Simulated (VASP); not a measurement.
# AlNi in VASP: notebook

The runs below take AlNi through single point, electric field gradients, with PBEsol.

Program: VASP 6.6.1. These are calculated values, not measurements. Logs are shortened: lines on timing, memory, paths and dates and some standing lists are left out, and cuts for length are marked.

## Step 1: The cell of the first run

The structure is cubic, space group Pm-3m (No. 221). The conventional cell has a = 2.881 Å, b = 2.881 Å, c = 2.881 Å, α = 90.00°, β = 90.00°, γ = 90.00°. Al (site symmetry m-3m) has 8 Ni at 2.50 Å and 6 Al at 2.88 Å within 3.3 Å. Within 3.3 Å of Ni (site symmetry m-3m) lie 8 Al at 2.50 Å and 6 Ni at 2.88 Å.

## Step 2: Single point, PBEsol, collinear spin, ferromagnetic start

The input, POSCAR:

```
AlNi
1.0
    2.8810000000      0.0000000000      0.0000000000
    0.0000000000      2.8810000000      0.0000000000
    0.0000000000      0.0000000000      2.8810000000
Al Ni
1 1
Direct
    0.0000000000      0.0000000000      0.0000000000
    0.5000000000      0.5000000000      0.5000000000
```

The input, INCAR.step1:

```
PREC = Accurate
ENCUT = 520
EDIFF = 1E-7
ISMEAR = -1
SIGMA = 0.05
LREAL = F
LASPH = T
NELM = 150
ALGO = Normal
ISIF = 2
LWAVE = F
LCHARG = T
ISPIN = 2
MAGMOM = 0 1.5
LMAXMIX = 4
GGA = PS
NBANDS = 18
```

The input, KPOINTS.step1:

```
Automatic mesh
0
Gamma
  13 13 13
```

The input, INCAR.step2:

```
PREC = Accurate
ENCUT = 520
EDIFF = 1E-7
ISMEAR = -5
SIGMA = 0.05
LREAL = F
LASPH = T
NELM = 150
ALGO = Normal
ISIF = 2
LWAVE = F
LCHARG = F
ISPIN = 2
MAGMOM = 0 1.5
LORBIT = 11
LMAXMIX = 4
GGA = PS
NEDOS = 1001
ICHARG = 11
```

The input, KPOINTS.step2:

```
Automatic mesh
0
Gamma
  20 20 20
```

Potentials or basis: VASP PAW PBE potentials, release 64 (Al, Ni).

Launch:

```sh
$ cat potpaw_PBE.64/Al/POTCAR potpaw_PBE.64/Ni/POTCAR > POTCAR
$ cp INCAR.step1 INCAR
$ cp KPOINTS.step1 KPOINTS
$ mpirun -np 1 vasp_std > vasp.out
$ cp INCAR.step2 INCAR
$ cp KPOINTS.step2 KPOINTS
$ mpirun -np 1 vasp_std > vasp.out
```

OUTCAR:

```text
PREC = Accurate
   ENCUT = 520
   EDIFF = 1E-7
   ISMEAR = -5
   LREAL = F
   LASPH = T
   NELM = 150
   ISIF = 2
   ISPIN = 2
   LORBIT = 11
   GGA = PS
   ICHARG = 11

 ion  position               nearest neighbor table
   1  0.000  0.000  0.000-   2 2.50   2 2.50   2 2.50   2 2.50   2 2.50   2 2.50   2 2.50   2 2.50

   2  0.500  0.500  0.500-   1 2.50   1 2.50   1 2.50   1 2.50   1 2.50   1 2.50   1 2.50   1 2.50

  LATTYP: Found a simple cubic cell.
 ALAT       =     2.8810000000

  Lattice vectors:

 A1 = (   2.8810000000,   0.0000000000,   0.0000000000)
 A2 = (   0.0000000000,   2.8810000000,   0.0000000000)
 A3 = (   0.0000000000,   0.0000000000,   2.8810000000)

Analysis of symmetry for initial positions (statically):
=====================================================================
 Subroutine PRICEL returns:
 Original cell was already a primitive cell.

 Routine SETGRP: Setting up the symmetry group for a
 simple cubic supercell.

 Subroutine GETGRP returns: Found 48 space group operations
 (whereof 48 operations were pure point group operations)
 out of a pool of 48 trial point group operations.

The static configuration has the point symmetry O_h .

Analysis of symmetry for dynamics (positions and initial velocities):
=====================================================================
 Subroutine PRICEL returns:
 Original cell was already a primitive cell.

 Routine SETGRP: Setting up the symmetry group for a
 simple cubic supercell.

 Subroutine GETGRP returns: Found 48 space group operations
 (whereof 48 operations were pure point group operations)
 out of a pool of 48 trial point group operations.

The dynamic configuration has the point symmetry O_h .

Analysis of structural, dynamic, and magnetic symmetry:
=====================================================================
 Subroutine PRICEL returns:
 Original cell was already a primitive cell.

 Routine SETGRP: Setting up the symmetry group for a
 simple cubic supercell.

 Subroutine GETGRP returns: Found 48 space group operations
 (whereof 48 operations were pure point group operations)
 out of a pool of 48 trial point group operations.

The overall configuration has the point symmetry O_h .

 Subroutine INISYM returns: Found 48 space group operations
 (whereof 48 operations are pure point group operations),
 and found     1 'primitive' translations

----------------------------------------------------------------------------------------

                                     Primitive cell

  volume of cell :      23.9128

  direct lattice vectors                    reciprocal lattice vectors
     2.881000000  0.000000000  0.000000000     0.347101701  0.000000000  0.000000000
     0.000000000  2.881000000  0.000000000     0.000000000  0.347101701  0.000000000
     0.000000000  0.000000000  2.881000000     0.000000000  0.000000000  0.347101701

  length of vectors
     2.881000000  2.881000000  2.881000000     0.347101701  0.347101701  0.347101701

  position of ions in fractional coordinates (direct lattice)
     0.000000000  0.000000000  0.000000000
     0.500000000  0.500000000  0.500000000

  ion indices of the primitive-cell ions
   primitive index   ion index
                 1           1
                 2           2

----------------------------------------------------------------------------------------

 KPOINTS: Automatic mesh

Automatic generation of k-mesh.
 Grid dimensions read from file:
 generate k-points for:   20   20   20

 Generating k-lattice:

  Cartesian coordinates                     Fractional coordinates (reciprocal lattice)
     0.017355085  0.000000000  0.000000000     0.050000000  0.000000000  0.000000000
     0.000000000  0.017355085  0.000000000     0.000000000  0.050000000  0.000000000
     0.000000000  0.000000000  0.017355085     0.000000000  0.000000000  0.050000000

  Length of vectors
     0.017355085  0.017355085  0.017355085

  Shift w.r.t. Gamma in fractional coordinates (k-lattice)
     0.000000000  0.000000000  0.000000000

 TETIRR: Found   3982 inequivalent tetrahedra from    48000

 Subroutine IBZKPT returns following result:
 ===========================================

 Found    286 irreducible k-points:

 Following reciprocal coordinates:
            Coordinates               Weight
  0.000000  0.000000  0.000000      1.000000
  0.050000  0.000000  0.000000      6.000000
  0.100000  0.000000  0.000000      6.000000
  0.150000  0.000000  0.000000      6.000000
  0.200000  0.000000  0.000000      6.000000
  0.250000  0.000000  0.000000      6.000000
[... 16 lines left out ...]
  0.150000  0.100000  0.000000     24.000000
  0.200000  0.100000  0.000000     24.000000
 [... further k-points ...]
   k-points           NKPTS =    286   k-points in BZ     NKDIM =    286   number of bands    NBANDS=     11
   number of dos      NEDOS =   1001   number of ions     NIONS =      2
   total plane-waves  NPLWV =  13824
   dimension x,y,z NGX =    24 NGY =   24 NGZ =   24
   dimension x,y,z NGXF=    48 NGYF=   48 NGZF=   48
   ions per type =               1   1
   NGX,Y,Z   is equivalent  to a cutoff of  13.85, 13.85, 13.85 a.u.
   NGXF,Y,Z  is equivalent  to a cutoff of  27.70, 27.70, 27.70 a.u.
 SYSTEM =  unknown system
   PREC   = accura    normal or accurate (medium, high low for compatibility)
   ISTART =      0    job   : 0-new  1-cont  2-samecut
   ICHARG =     11    charge: 1-file 2-atom 10-const
   ISPIN  =      2    spin polarized calculation?
   LNONCOLLINEAR =      F non collinear calculations
   LSORBIT =      F    spin-orbit coupling
   LASPH  =      T    aspherical Exc in radial PAW
   ENCUT  =  520.0 eV  38.22 Ry    6.18 a.u.   5.36  5.36  5.36*2*pi/ulx,y,z
   NELM   =    150;   NELMIN=  2; NELMDL=  0     # of ELM steps
   EDIFF  = 0.1E-06   stopping-criterion for ELM
   LREAL  =      F    real-space projection
   EDIFFG = 0.1E-05   stopping-criterion for IOM
   NSW    =      0    number of steps for IOM
   IBRION =     -1    ionic relax: 0-MD 1-quasi-New 2-CG
   NFREE  =      0    steps in history (QN), initial steepest desc. (CG)
   ISIF   =      2    stress and relaxation
   ISYM   =      2    0-nonsym 1-usesym 2-fastsym
   POTIM  = 0.5000    time-step for ionic-motion
   TEBEG  =    0.0;   TEEND  =   0.0 temperature during run
   PSTRESS=    0.0 pullay stress
   NELECT =      13.0000    total number of electrons
   NUPDOWN=      -1.0000    fix difference up-down
   EMIN   =  10.00;   EMAX   =-10.00  energy-range for DOS
   EFERMI =   0.00;   METHOD = LEGACY
   ISMEAR =    -5;   SIGMA  =   0.05  broadening in eV -4-tet -1-fermi 0-gaus
   EFERMI_NEDOS =   21; number of points for ismear=-14 and -15
   IALGO  =     38    algorithm
   IMIX   =      4    mixing-type and parameters
     AMIX     =   0.40;   BMIX     =  1.00
     AMIX_MAG =   1.60;   BMIX_MAG =  1.00
  volume/ion in A,a.u.               =      11.96        80.69
  Fermi-wavevector in a.u.,A,eV,Ry     =   1.336122  2.524904 24.289410  1.785221
  Thomas-Fermi vector in A             =   2.464773
   LORBIT       =     11    0 simple, 1 ext, 2 COOP (PROOUT), +10 PAW based schemes
   GGA     = PS    functional components
   LHFCALC =     F    Hartree Fock is set to
   AEXX    =    0.0000 exact exchange contribution
   IVDW    =     0    specifies the selected vdW correction
   LEPSILON=     F    determine dielectric tensor
   LRPA    =     F    only Hartree local field effects (RPA)
 spin polarized calculation
 Fermi weights with tetrahedron method with Bloechl corrections
  energy-cutoff  :      520.00
  volume of cell :       23.91
 maximum number of plane-waves:       661
 NGX is ok and might be reduce to    24

 number of electron      13.0000015 magnetization      -0.0000121

 Free energy of the ion-electron system (eV)
  ---------------------------------------------------
  ext. energy  EPLUGINS =         0.00000000
  ---------------------------------------------------
  free energy    TOTEN  =       -11.58217338 eV

  energy without entropy =      -11.58217338  energy(sigma->0) =      -11.58217338

 E-fermi :   9.8997     XC(G=0): -12.1661

 val. band max:        9.9335402594   @ k =   0.5000   0.4000   0.3500
 cond. band min:       9.8299404705   @ k =   0.5000   0.3500   0.3500
 fundamental gap:     -0.1035997889
 Fermi energy:         9.8997446356

 spin component 1

 k-point     1 :       0.0000    0.0000    0.0000
  band No.  band energies     occupation
      1      -1.2339      1.00000
      2       6.6611      1.00000
      3       6.6611      1.00000
      4       8.3560      1.00000
      5       8.3560      1.00000
      6       8.3560      1.00000
      7      15.3934      0.00000
      8      15.3934      0.00000
      9      15.3934      0.00000
     10      18.0428      0.00000
     11      18.0428      0.00000

 k-point     2 :       0.0500    0.0000    0.0000
  band No.  band energies     occupation
      1      -1.1878      1.00000
      2       6.6582      1.00000
      3       6.6720      1.00000
      4       8.3356      1.00000
      5       8.3356      1.00000
      6       8.3581      1.00000
      7      14.8491      0.00000
      8      15.4545      0.00000
      9      15.4545      0.00000
     10      18.0456      0.00000
     11      18.5416      0.00000
[... 295 lines left out ...]
 k-point    24 :       0.2000    0.1000    0.0000
  band No.  band energies     occupation
      1      -0.3231      1.00000
      2       6.5523      1.00000
      3       6.8170      1.00000
      4       7.9839      1.00000
      5       8.0947      1.00000
      6       8.3164      1.00000
      7      11.7643      0.00000
      8      14.6442      0.00000
      9      16.5497      0.00000
     10      19.0136      0.00000
     11      21.9307      0.00000

 [... further k-points ...]

 spin component 2

 k-point     1 :       0.0000    0.0000    0.0000
  band No.  band energies     occupation
      1      -1.2339      1.00000
      2       6.6611      1.00000
      3       6.6611      1.00000
      4       8.3559      1.00000
      5       8.3559      1.00000
      6       8.3559      1.00000
      7      15.3933      0.00000
      8      15.3933      0.00000
      9      15.3933      0.00000
     10      18.0428      0.00000
     11      18.0428      0.00000

 k-point     2 :       0.0500    0.0000    0.0000
  band No.  band energies     occupation
      1      -1.1878      1.00000
      2       6.6582      1.00000
      3       6.6720      1.00000
      4       8.3356      1.00000
      5       8.3356      1.00000
      6       8.3581      1.00000
      7      14.8491      0.00000
      8      15.4544      0.00000
      9      15.4544      0.00000
     10      18.0456      0.00000
     11      18.5416      0.00000
[... 295 lines left out ...]
 k-point    24 :       0.2000    0.1000    0.0000
  band No.  band energies     occupation
      1      -0.3231      1.00000
      2       6.5523      1.00000
      3       6.8170      1.00000
      4       7.9839      1.00000
      5       8.0946      1.00000
      6       8.3163      1.00000
      7      11.7643      0.00000
      8      14.6441      0.00000
      9      16.5497      0.00000
     10      19.0136      0.00000
     11      21.9307      0.00000

 [... further k-points ...]

------------------------ aborting loop because EDIFF is reached ----------------------------------------

  FORCE on cell =-STRESS in cart. coord.  units (eV):
  Direction    XX          YY          ZZ          XY          YZ          ZX
  --------------------------------------------------------------------------------------
  -------------------------------------------------------------------------------------
  Total       -0.3714677     -0.3714677     -0.3714677     -0.0000000     -0.0000000      0.0000000
  in kB      -24.8886824    -24.8886824    -24.8886824     -0.0000000     -0.0000000      0.0000000
  external PRESSURE =     -24.8886824 kB  Pullay stress =       0.0000000 kB

 VOLUME and BASIS-vectors are now :
 -----------------------------------------------------------------------------
  energy-cutoff  :      520.00
  volume of cell :       23.91
      direct lattice vectors                 reciprocal lattice vectors
     2.881000000  0.000000000  0.000000000     0.347101701  0.000000000  0.000000000
     0.000000000  2.881000000  0.000000000     0.000000000  0.347101701  0.000000000
     0.000000000  0.000000000  2.881000000     0.000000000  0.000000000  0.347101701

 POSITION                                       TOTAL-FORCE (eV/Angst)
 -----------------------------------------------------------------------------------
      0.00000      0.00000      0.00000         0.000000      0.000000      0.000000
      1.44050      1.44050      1.44050         0.000000      0.000000      0.000000
 -----------------------------------------------------------------------------------
    total drift:                                0.000000     -0.000000     -0.000000

  FREE ENERGIE OF THE ION-ELECTRON SYSTEM (eV)
  ---------------------------------------------------
  free  energy   TOTEN  =       -11.5821733788 eV

  energy  without entropy=      -11.5821733788  energy(sigma->0) =      -11.58217338

 total charge

# of ion       s       p       d       tot
------------------------------------------
    1        0.383   0.413   0.000   0.795
    2        0.480   0.519   8.479   9.478
--------------------------------------------------
tot          0.863   0.932   8.479  10.274

 magnetization (x)

# of ion       s       p       d       tot
------------------------------------------
    1       -0.000  -0.000   0.000  -0.000
    2       -0.000  -0.000  -0.000  -0.000
--------------------------------------------------
tot         -0.000  -0.000  -0.000  -0.000
```

Run time: 3.3 min. Hardware: 1 thread of Intel Xeon 8259CL, shared host; peak memory 0.25 GiB.

What came out:

```yaml
Net_moment: 0.00 μB per cell
Valence_electrons_inside_the_program's_atomic_spheres: Al 0.80; Ni 9.48
```

Levels at points of the mesh, in eV from the Fermi level:
Spin up:
```
           k point  band 3  band 4  band 5  band 6  band 7  band 8  band 9  band 10  band 11
(0.00, 0.00, 0.00)   -3.24   -1.54   -1.54   -1.54    5.49    5.49    5.49     8.14     8.14
(0.50, 0.00, 0.00)   -2.76   -2.25   -2.25   -1.46   -0.65    8.30    9.99     9.99    10.90
(0.50, 0.50, 0.00)   -2.88   -2.88   -2.08   -2.08   -1.02    1.46    2.50    12.28    15.14
(0.50, 0.50, 0.50)   -4.10   -0.99   -0.99    1.98    1.98    1.98    3.72     4.47     4.47
```
Spin down:
```tsv
k point	band 4	band 5	band 6	band 7	band 8	band 9	band 10	band 11
(0.00, 0.00, 0.00)	-1.54	-1.54	-1.54	5.49	5.49	5.49	8.14	8.14
(0.50, 0.00, 0.00)	-2.25	-2.25	-1.46	-0.65	8.30	9.99	9.99	10.90
(0.50, 0.50, 0.00)	-2.88	-2.08	-2.08	-1.02	1.46	2.50	12.28	15.14
(0.50, 0.50, 0.50)	-0.99	-0.99	1.98	1.98	1.98	3.72	4.47	4.47
```

Caveat: the moments typed at the start vanished in this run; the PAW data sets were made with another functional, which shifts forces and pressure a little.

(Continued in part 2 of 3.)
